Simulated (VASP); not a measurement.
# GaN (F-43m) in VASP: G0W0 quasiparticle levels with PBE

Aim: the G0W0 quasiparticle levels of GaN with PBE.

Program: VASP 6.6.1. These are calculated values, not measurements. Logs are shortened: lines on timing, memory, paths and dates and some standing lists are left out, and cuts for length are marked.

**1. The cell of the first run**

The structure is cubic, space group F-43m (No. 216). Conventional cell: a = 4.498 Å, b = 4.498 Å, c = 4.498 Å, α = 90.00°, β = 90.00°, γ = 90.00°. Within 2.6 Å of Ga (site symmetry -43m) lie 4 N at 1.95 Å. N (site symmetry -43m) has 4 Ga at 1.95 Å within 2.6 Å.

**2. G0W0 quasiparticle levels, PBE**

Contents of POSCAR:

```
GaN
1.0
    0.0000000000      2.2489525411      2.2489525411
    2.2489525411      0.0000000000      2.2489525411
    2.2489525411      2.2489525411      0.0000000000
Ga N
1 1
Direct
    0.0000000000      0.0000000000      0.0000000000
    0.2500000000      0.2500000000      0.2500000000
```

Contents of INCAR.step1:

```
SYSTEM = GaN
PREC     = Accurate       ! precision mode
ENCUT    = 500            ! plane-wave cutoff, eV
EDIFF    = 1E-8           ! SCF threshold, eV
ISMEAR   = 0              ! smearing method
SIGMA    = 0.01           ! smearing width, eV
LREAL    = .FALSE.        ! projectors in reciprocal space
LASPH    = .TRUE.         ! aspherical terms in the spheres
NELM     = 60             ! most SCF steps
ALGO     = Normal         ! electronic algorithm
LWAVE    = .TRUE.         ! write WAVECAR
LCHARG   = .FALSE.        ! write CHGCAR
GGA      = PE             ! functional
```

Contents of INCAR.step2:

```
SYSTEM = GaN
PREC     = Accurate       ! precision mode
ENCUT    = 500            ! plane-wave cutoff, eV
EDIFF    = 1E-8           ! SCF threshold, eV
ISMEAR   = 0              ! smearing method
SIGMA    = 0.01           ! smearing width, eV
LREAL    = .FALSE.        ! projectors in reciprocal space
LASPH    = .TRUE.         ! aspherical terms in the spheres
NELM     = 1              ! most SCF steps
ALGO     = Exact          ! electronic algorithm
LWAVE    = .TRUE.         ! write WAVECAR
LCHARG   = .FALSE.        ! write CHGCAR
GGA      = PE             ! functional
NBANDS   = 60             ! bands
LOPTICS  = .TRUE.         ! frequency-dependent dielectric function
ISTART   = 1
```

Contents of INCAR.step3:

```
SYSTEM = GaN
PREC     = Accurate       ! precision mode
ENCUT    = 500            ! plane-wave cutoff, eV
EDIFF    = 1E-8           ! SCF threshold, eV
ISMEAR   = 0              ! smearing method
SIGMA    = 0.01           ! smearing width, eV
LREAL    = .FALSE.        ! projectors in reciprocal space
LASPH    = .TRUE.         ! aspherical terms in the spheres
ALGO     = EVGW0          ! electronic algorithm
LWAVE    = .FALSE.        ! write WAVECAR
LCHARG   = .FALSE.        ! write CHGCAR
GGA      = PE             ! functional
NELMGW   = 1            
NBANDS   = 60             ! bands
ENCUTGW  = 100.0          ! cutoff of the response function
NOMEGA   = 96             ! frequency points
PRECFOCK = Fast         
ISTART   = 1            
NBANDSGW = 17           
OMEGAMAX = 20
```

Contents of KPOINTS:

```
regular mesh
0
G
  6 6 6
  0 0 0
```

Potentials or basis: VASP PAW PBE potentials, release 64 (Ga_d_GW, N_GW).

Command:

```sh
$ cat potpaw_PBE.64/Ga_d_GW/POTCAR potpaw_PBE.64/N_GW/POTCAR > POTCAR
$ cp INCAR.step1 INCAR
$ mpirun -np 1 vasp_std > vasp.out
$ cp INCAR.step2 INCAR
$ mpirun -np 1 vasp_std > vasp.out
$ cp INCAR.step3 INCAR
$ mpirun -np 1 vasp_std > vasp.out
```

OUTCAR:

```text
SYSTEM = GaN
   PREC = Accurate
   ENCUT = 500
   EDIFF = 1E-8
   ISMEAR = 0
   LREAL = .FALSE.
   LASPH = .TRUE.
   GGA = PE
   NELMGW = 1
   ENCUTGW = 100.0
   PRECFOCK = Fast
   ISTART = 1

 ion  position               nearest neighbor table
   1  0.000  0.000  0.000-   2 1.95   2 1.95   2 1.95   2 1.95
   2  0.250  0.250  0.250-   1 1.95   1 1.95   1 1.95   1 1.95

  LATTYP: Found a face centered cubic cell.
 ALAT       =     4.4979050822

  Lattice vectors:

 A1 = (   0.0000000000,   2.2489525411,   2.2489525411)
 A2 = (   2.2489525411,   0.0000000000,   2.2489525411)
 A3 = (   2.2489525411,   2.2489525411,   0.0000000000)

Analysis of symmetry for initial positions (statically):
=====================================================================
 Subroutine PRICEL returns:
 Original cell was already a primitive cell.

 Routine SETGRP: Setting up the symmetry group for a
 face centered cubic supercell.

 Subroutine GETGRP returns: Found 24 space group operations
 (whereof 24 operations were pure point group operations)
 out of a pool of 48 trial point group operations.

The static configuration has the point symmetry T_d .

Analysis of symmetry for dynamics (positions and initial velocities):
=====================================================================
 Subroutine PRICEL returns:
 Original cell was already a primitive cell.

 Routine SETGRP: Setting up the symmetry group for a
 face centered cubic supercell.

 Subroutine GETGRP returns: Found 24 space group operations
 (whereof 24 operations were pure point group operations)
 out of a pool of 48 trial point group operations.

The dynamic configuration has the point symmetry T_d .

 Subroutine INISYM returns: Found 24 space group operations
 (whereof 24 operations are pure point group operations),
 and found     1 'primitive' translations

----------------------------------------------------------------------------------------

                                     Primitive cell

  volume of cell :      22.7494

  direct lattice vectors                    reciprocal lattice vectors
     0.000000000  2.248952541  2.248952541    -0.222325723  0.222325723  0.222325723
     2.248952541  0.000000000  2.248952541     0.222325723 -0.222325723  0.222325723
     2.248952541  2.248952541  0.000000000     0.222325723  0.222325723 -0.222325723

  length of vectors
     3.180499185  3.180499185  3.180499185     0.385079448  0.385079448  0.385079448

  position of ions in fractional coordinates (direct lattice)
     0.000000000  0.000000000  0.000000000
     0.250000000  0.250000000  0.250000000

  ion indices of the primitive-cell ions
   primitive index   ion index
                 1           1
                 2           2

----------------------------------------------------------------------------------------

 KPOINTS: regular mesh

Automatic generation of k-mesh.
 Grid dimensions read from file:
 generate k-points for:    6    6    6

 Generating k-lattice:

  Cartesian coordinates                     Fractional coordinates (reciprocal lattice)
    -0.037054287  0.037054287  0.037054287     0.166666667  0.000000000  0.000000000
     0.037054287 -0.037054287  0.037054287     0.000000000  0.166666667  0.000000000
     0.037054287  0.037054287 -0.037054287     0.000000000  0.000000000  0.166666667

  Length of vectors
     0.064179908  0.064179908  0.064179908

  Shift w.r.t. Gamma in fractional coordinates (k-lattice)
     0.000000000  0.000000000  0.000000000

 Subroutine IBZKPT returns following result:
 ===========================================

 Found     16 irreducible k-points:

 Following reciprocal coordinates:
            Coordinates               Weight
  0.000000  0.000000  0.000000      1.000000
  0.166667  0.000000  0.000000      8.000000
  0.333333  0.000000  0.000000      8.000000
  0.500000  0.000000  0.000000      4.000000
  0.166667  0.166667  0.000000      6.000000
  0.333333  0.166667  0.000000     24.000000
[... 8 lines left out ...]
 -0.333333  0.333333  0.166667     24.000000
 -0.333333  0.500000  0.166667     12.000000
   k-points           NKPTS =     16   k-points in BZ     NKDIM =    216   number of bands    NBANDS=     60
   number of dos      NEDOS =    301   number of ions     NIONS =      2
   total plane-waves  NPLWV =  13824
   dimension x,y,z NGX =    24 NGY =   24 NGZ =   24
   dimension x,y,z NGXF=    48 NGYF=   48 NGZF=   48
   ions per type =               1   1
   NGX,Y,Z   is equivalent  to a cutoff of  12.54, 12.54, 12.54 a.u.
   NGXF,Y,Z  is equivalent  to a cutoff of  25.09, 25.09, 25.09 a.u.
 SYSTEM =  GaN
   PREC   = accura    normal or accurate (medium, high low for compatibility)
   ISTART =      1    job   : 0-new  1-cont  2-samecut
   ICHARG =      0    charge: 1-file 2-atom 10-const
   ISPIN  =      1    spin polarized calculation?
   LNONCOLLINEAR =      F non collinear calculations
   LSORBIT =      F    spin-orbit coupling
   LASPH  =      T    aspherical Exc in radial PAW
   ENCUT  =  500.0 eV  36.75 Ry    6.06 a.u.   5.80  5.80  5.80*2*pi/ulx,y,z
   NELM   =     60;   NELMIN=  2; NELMDL=  0     # of ELM steps
   EDIFF  = 0.1E-07   stopping-criterion for ELM
   LREAL  =      F    real-space projection
   EDIFFG = 0.1E-06   stopping-criterion for IOM
   NSW    =      0    number of steps for IOM
   IBRION =     -1    ionic relax: 0-MD 1-quasi-New 2-CG
   NFREE  =      0    steps in history (QN), initial steepest desc. (CG)
   ISIF   =      0    stress and relaxation
   ISYM   =      3    0-nonsym 1-usesym 2-fastsym
   POTIM  = 0.5000    time-step for ionic-motion
   TEBEG  =    0.0;   TEEND  =   0.0 temperature during run
   PSTRESS=    0.0 pullay stress
   NELECT =      18.0000    total number of electrons
   NUPDOWN=      -1.0000    fix difference up-down
   EMIN   =  10.00;   EMAX   =-10.00  energy-range for DOS
   EFERMI =   0.00;   METHOD = LEGACY
   ISMEAR =     0;   SIGMA  =   0.01  broadening in eV -4-tet -1-fermi 0-gaus
   EFERMI_NEDOS =   21; number of points for ismear=-14 and -15
   IALGO  =     38    algorithm
   IMIX   =      4    mixing-type and parameters
     AMIX     =   0.40;   BMIX     =  1.00
     AMIX_MAG =   1.60;   BMIX_MAG =  1.00
  volume/ion in A,a.u.               =      11.37        76.76
  Fermi-wavevector in a.u.,A,eV,Ry     =   1.514173  2.861371 31.194330  2.292719
  Thomas-Fermi vector in A             =   2.623866
   LORBIT       =      0    0 simple, 1 ext, 2 COOP (PROOUT), +10 PAW based schemes
   GGA     = PE    functional components
   LHFCALC =     T    Hartree Fock is set to
   PRECFOCK=fast      Normal, Fast or Accurate (Low or Medium for compatibility)
   ENCUT4O =  -1.0   cutoff for four orbital integrals eV
   NKREDX  =     1    reduce k-point grid by
   NKREDY  =     1    reduce k-point grid by
   NKREDZ  =     1    reduce k-point grid by
   AEXX    =    1.0000 exact exchange contribution
   HFSCREEN=    0.0000 screening length (either q_TF or 0.3 A-1)
   HFSCREENC=   0.0000 screening length for correlation (either q_TF or 0.3 A-1)
   ENCUTFOCK=  -1.0 apply spherical cutoff to Coloumb kernel
   IVDW    =     0    specifies the selected vdW correction
   LEPSILON=     F    determine dielectric tensor
   LRPA    =     F    only Hartree local field effects (RPA)
   LRPAFORCE           =     F    calculate RPA forces
   ENCUTGW             = 100.0    cutoff for response function in eV
   ENCUTGWSOFT         =  80.0    soft cutoff for Coulomb kernel in GW response function in eV
   ENCUTLF             =  -1.0    cutoff for local field effects
   NELMGW              =     1    number of iterations in solving QP/BSE equation
   NELMHF              =     1    number of iterations in the inner HF iteration
   NKREDLFX            =     1    NKREDLFY  =   1   NKREDLFZ  =   1
 non-spin polarized calculation
 Gauss-broadening in eV      SIGMA  =   0.01
  energy-cutoff  :      500.00
  volume of cell :       22.75
 maximum number of plane-waves:       589
  NGX = 14; NGY = 14; NGZ = 14
   NGX = 11   NGY = 11   NGZ = 11
 maximum number of plane-waves:        60
 NGX is ok and might be reduce to    14

 QP shifts <psi_nk| G(iteration)W_0 |psi_nk>: iteration 1
 for sc-GW calculations column KS-energies equals QP-energies in previous step
 and V_xc(KS)=  KS-energies - (<T + V_ion + V_H > + <T+V_H+V_ion>^1  + <V_x>^1)

 k-point   1 :       0.0000    0.0000    0.0000
  band No.  KS-energies  QP-energies   sigma(KS)   V_xc(KS)     V^pw_x(r,r')   Z            occupation Imag(sigma)

      1     -10.8176     -11.7140     -16.2209     -14.8634     -24.6039       0.6604       2.0000       0.9705
      2      -8.3324     -11.6096     -25.9807     -21.4817     -34.7834       0.7284       2.0000       0.1697
      3      -8.3324     -11.6096     -25.9807     -21.4817     -34.7834       0.7284       2.0000       0.1697
      4      -8.3324     -11.6096     -25.9807     -21.4817     -34.7834       0.7284       2.0000       0.1697
      5      -8.0098     -11.4242     -26.4434     -21.8059     -35.1839       0.7363       2.0000       0.1140
      6      -8.0098     -11.4242     -26.4434     -21.8059     -35.1839       0.7363       2.0000       0.1140
[... 9 lines left out ...]
     16      23.9964      24.3091      -9.2651      -9.6659      -2.9938       0.7801       0.0000      -0.6522
     17      23.9964      24.3091      -9.2651      -9.6659      -2.9938       0.7801       0.0000      -0.6522

 k-point   2 :       0.1667    0.0000    0.0000
  band No.  KS-energies  QP-energies   sigma(KS)   V_xc(KS)     V^pw_x(r,r')   Z            occupation Imag(sigma)

      1     -10.5332     -11.5304     -16.8948     -15.4027     -25.2881       0.6683       2.0000       0.9280
      2      -8.2982     -11.5859     -26.0308     -21.5220     -34.8364       0.7292       2.0000       0.1683
      3      -8.2982     -11.5859     -26.0308     -21.5220     -34.8364       0.7292       2.0000       0.1683
      4      -8.2039     -11.3673     -25.3886     -21.0544     -34.0832       0.7299       2.0000       0.2071
      5      -8.0113     -11.4222     -26.4360     -21.8007     -35.1792       0.7358       2.0000       0.1150
      6      -8.0113     -11.4222     -26.4360     -21.8007     -35.1792       0.7358       2.0000       0.1150
[... 9 lines left out ...]
     16      22.0286      22.5137      -9.9966     -10.6145      -4.3927       0.7851       0.0000      -0.3538
     17      25.8022      26.6171      -9.5238     -10.5672      -3.0601       0.7810       0.0000      -0.7234

 k-point   3 :       0.3333    0.0000    0.0000
  band No.  KS-energies  QP-energies   sigma(KS)   V_xc(KS)     V^pw_x(r,r')   Z            occupation Imag(sigma)
[... 253 lines left out ...]
      1      -9.7746     -11.7103     -21.5024     -18.7305     -30.2465       0.6983       2.0000       0.5614
      2      -8.2105     -11.5363     -26.0720     -21.5293     -34.8375       0.7321       2.0000       0.1538
      3      -8.1444     -11.4825     -26.1953     -21.6406     -34.9835       0.7329       2.0000       0.1541
      4      -8.0332     -11.4331     -26.4114     -21.7862     -35.1897       0.7351       2.0000       0.1312
      5      -7.9868     -11.3944     -26.4629     -21.8322     -35.2310       0.7359       2.0000       0.1228
      6      -6.2500      -8.4465     -22.9188     -19.8880     -31.0360       0.7247       2.0000       0.3660
[... 9 lines left out ...]
     16      27.9936      28.9298     -10.7650     -11.9648      -3.9900       0.7803       0.0000      -0.9587
     17      29.3663      30.4150     -10.7099     -12.0183      -4.2903       0.8015       0.0000      -0.9171

 k-point  16 :      -0.3333    0.5000    0.1667
  band No.  KS-energies  QP-energies   sigma(KS)   V_xc(KS)     V^pw_x(r,r')   Z            occupation Imag(sigma)

      1      -9.7411     -11.7511     -21.8194     -18.9493     -30.5923       0.7003       2.0000       0.5356
      2      -8.2019     -11.5185     -25.9436     -21.4191     -34.6509       0.7330       2.0000       0.1454
      3      -8.1270     -11.4896     -26.2955     -21.7105     -35.1098       0.7334       2.0000       0.1540
      4      -8.0187     -11.4096     -26.4658     -21.8548     -35.2823       0.7354       2.0000       0.1451
      5      -7.9702     -11.3848     -26.4871     -21.8510     -35.2531       0.7365       2.0000       0.1198
      6      -6.1021      -8.2117     -22.7040     -19.7889     -30.7682       0.7237       2.0000       0.3725
[... 9 lines left out ...]
     16      28.2112      29.2815     -11.4362     -12.8017      -4.5395       0.7838       0.0000      -1.0637
     17      29.6287      30.8109     -10.9884     -12.4777      -4.5656       0.7938       0.0000      -0.9085
```

Wall time 3 min (1 thread of Intel Xeon Platinum 8488C (Sapphire Rapids), shared host); peak memory 0.33 GiB.

What came out:

- Quasiparticle gap: 2.85 eV
- Least direct quasiparticle gap: 2.85 eV
- Band gap of the starting levels on the mesh: 1.77 eV
- Least direct gap of the starting levels on the mesh: 1.77 eV

Caveat: the k points lie up to 0.40 Å⁻¹ apart; bands, screening cutoff and mesh are small and nothing is extrapolated, so the quasiparticle values aren't converged; the structure was generated, so it needn't be the stable form of GaN.
